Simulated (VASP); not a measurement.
Crystal: Al.

```
CELL_PARAMETERS angstrom
-1.59122 1.59122 1.59122
1.59122 -1.59122 1.59122
1.59122 1.59122 -1.59122
ATOMIC_POSITIONS crystal
Al 0.00000 0.00000 0.00000
```

This isn't the form of Al at room conditions, which is fcc.

Base run:

| Quantity | Value |
| --- | --- |
| Program | VASP 6.6.1 |
| Functional | PBEsol |
| Dispersion | D3(BJ) |
| Potentials or basis | VASP PAW PBE potentials, release 64 (Al) |
| Cutoff | 500 eV |
| k mesh | 13 × 13 × 13 |
| Occupations | fermi-dirac, width 0.3 eV |
| Spin | no spin polarisation |

Its results: band gap on the k mesh zero (an odd number of electrons rules out a gap without spin polarisation); pressure -0.7 GPa.

Task: The run is repeated on the same cell with these changes: occupations from fermi-dirac, width 0.3 eV to fermi-dirac, width 0.1 eV. What comes out?

Result: Band gap on the k mesh zero (an odd number of electrons rules out a gap without spin polarisation); pressure -1.2 GPa.

Caveats: the PAW data sets were made with another functional, which shifts forces and pressure a little; so wide a smearing shifts energies and pressures (at least some runs).
